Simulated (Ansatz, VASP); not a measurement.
**One calculation of CoO, two programs**

```
Co O
1.0
     0.00000    2.13150    2.13150
     2.13150    0.00000    2.13150
     2.13150    2.13150    0.00000
Co O
1 1
Direct
  0.00000 0.00000 0.00000
  0.50000 0.50000 0.50000
```

Alike in both runs: task relaxation of cell and atoms; functional PBEsol; dispersion D3(BJ); k mesh 11 × 11 × 11; occupations fermi-dirac, width 0.05 eV; collinear spin.

|  | VASP | Ansatz |
| --- | --- | --- |
| version | VASP 6.6.1 | Ansatz 0.2.0 |
| potentials or method | VASP PAW PBE potentials, release 64 (Co, O) | Ansatz PAW |
| plane-wave cutoff (eV) | 600 | 420 |
| valence electrons in the cell | 15 | 23 |

Ansatz gave:

```
gap on the k mesh at the Fermi level, each at its own relaxed structure (eV) : none
net moment per atom (μB)                                                     : 1.47
size of the moment on the site where the two differ most (μB)                : 2.49
relaxed volume (Å³/atom)                                                     : 9.61
relaxed cell length with the largest relative difference (Å)                 : 3.007
```

Task: Which values does VASP return?

Result: gap on the k mesh at the Fermi level, each at its own relaxed structure (eV): none; net moment per atom (μB): 1.23; size of the moment on the site where the two differ most (μB): 2.21; relaxed volume (Å³/atom): 8.76; relaxed cell length with the largest relative difference (Å): 2.915.

The net moments are unlike, so the other rows may belong to different states. VASP's potentials were made for PBE, not for PBEsol. Site moments also hang on the region over which each program counts them. A gap of «none» marks a metal or a gap that the smearing closes. VASP's potentials hold 15 valence electrons a cell and Ansatz's 23, so a difference there can come from the potentials and not from the codes.

Noted on Ansatz's run: the plane-wave basis is chosen anew once the cell has moved, so the energies of steps on either side of that aren't comparable.
